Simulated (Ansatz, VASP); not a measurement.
# SnO in VASP and in Ansatz

File INCAR:

```
SYSTEM = SnO
PREC     = Accurate       ! precision mode
ENCUT    = 520            ! plane-wave cutoff, eV
EDIFF    = 1E-7           ! SCF threshold, eV
ISMEAR   = 0              ! smearing method
SIGMA    = 0.01           ! smearing width, eV
LREAL    = .False.        ! projectors in reciprocal space
LASPH    = .True.         ! aspherical terms in the spheres
NELM     = 100            ! most SCF steps
ALGO     = Normal         ! electronic algorithm
ISIF     = 2              ! what is computed and relaxed
LWAVE    = .False.        ! write WAVECAR
LCHARG   = .True.         ! write CHGCAR
GGA      = PE             ! functional
LELF     = .True.         ! ELF
LVHAR    = .True.       
NBANDS   = 28             ! bands
```

The input KPOINTS:

```
Automatic mesh
0
Gamma
  12 12 4
  0 0 0
```

Contents of POSCAR:

```
SnO
1.0
    3.2981563295      0.0000000000      0.0000000000
   -1.6490781648      2.8562871670      0.0000000000
    0.0000000000      0.0000000000      9.2163704110
Sn O
2 2
Direct
    0.3333333333      0.6666666667     -0.0066374703
    0.6666666667      0.3333333333      0.4933625297
    0.3333333333      0.6666666667      0.3816374703
    0.6666666667      0.3333333333      0.8816374703
```

Input for Ansatz:

```yaml
crystal:
  lattice:
    - [3.2981563295, 0.0, 0.0]
    - [-1.6490781648, 2.856287167, 0.0]
    - [0.0, 0.0, 9.216370411]
  atoms:
    - { symbol: Sn, position: [0.3333333333, 0.6666666667, -0.0066374703] }
    - { symbol: Sn, position: [0.6666666667, 0.3333333333, 0.4933625297] }
    - { symbol: O, position: [0.3333333333, 0.6666666667, 0.3816374703] }
    - { symbol: O, position: [0.6666666667, 0.3333333333, 0.8816374703] }
kpoints:
  mp_grid: { grid: [12, 12, 4] }
  band_path:
    path:
      - [0.0, 0.0, 0.0]
      - [0.5, 0.0, 0.0]
      - [0.3333333333, 0.3333333333, 0.0]
      - [0.0, 0.0, 0.5]
      - [0.5, 0.0, 0.5]
      - [0.3333333333, 0.3333333333, 0.5]
      - [0.291667, 0.354167, 0.0]
    npoints: 1
hamiltonian:
  xc: pbe
scf:
  occupations: { method: fixed }
  n_extra_bands: 5
output:
  forces: true
  stress: true
  eigenvalues: true
```

Alike in both runs: task single point; functional PBE; k mesh 12 × 12 × 4; no spin polarisation.

|  | VASP | Ansatz |
| --- | --- | --- |
| version | VASP 6.6.1 | Ansatz 0.2.0 |
| potentials or method | VASP PAW PBE potentials, release 64 (Sn_d, O) | plane waves, PAW |
| plane-wave cutoff (eV) | 520 | 420 |
| occupations | gaussian, width 0.01 eV | fixed |
| valence electrons in the cell | 40 | 40 |

Ansatz gave:

```
gap on the k mesh at the Fermi level (eV)                     : 1.42
pressure (GPa)                                                : 3.1
traceless stress, the component that is largest in VASP (GPa) : -1.15
rms of the force components (eV/Å)                            : 0.253
```

Q: What did VASP give for the same quantities?

A: gap on the k mesh at the Fermi level (eV): 1.39; pressure (GPa): 3.3; traceless stress, the component that is largest in VASP (GPa): -1.25; rms of the force components (eV/Å): 0.293.

Atom by atom the forces differ by 0.040 eV/Å (rms over components).
